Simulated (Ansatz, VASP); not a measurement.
## Hf in VASP and in Ansatz

```
Hf
1.0
     3.18543    0.00000    0.00000
    -1.59271    2.75866    0.00000
     0.00000    0.00000   27.56286
Hf
4
Cartesian
  0.0000 1.8391 7.0289
  1.5927 0.9196 9.3339
  0.0000 1.8391 11.9450
  1.5927 0.9196 14.2500
```

Alike in both runs: functional PBEsol; dispersion D4; k mesh 12 × 12 × 1; occupations methfessel-paxton of order 1, width 0.1 eV; no spin polarisation.

Ansatz relaxed the structure, and its values are those at the end. VASP's run is a single point on that final structure, the one shown.

|  | VASP | Ansatz |
| --- | --- | --- |
| version | VASP 6.6.1 | Ansatz 0.2.0 |
| potentials or method | VASP PAW PBE potentials, release 64 (Hf_pv), cutoff 400 eV | scalar-relativistic, plane waves, PAW |
| valence electrons in the cell | 40 | 104 |

Ansatz gave:

* gap on the k mesh at the Fermi level (eV): none
* rms of the force components (eV/Å): 0.000

Question: Which values does VASP return?

Answer: gap on the k mesh at the Fermi level (eV): none; rms of the force components (eV/Å): 0.022.

VASP's potentials were made for PBE, not for PBEsol, and Ansatz warns of the same on its side. A gap of «none» marks a metal or a gap that the smearing closes. VASP's potentials hold 40 valence electrons a cell and Ansatz's 104, so a difference there can come from the potentials and not from the codes.

Spin-orbit coupling is off throughout.
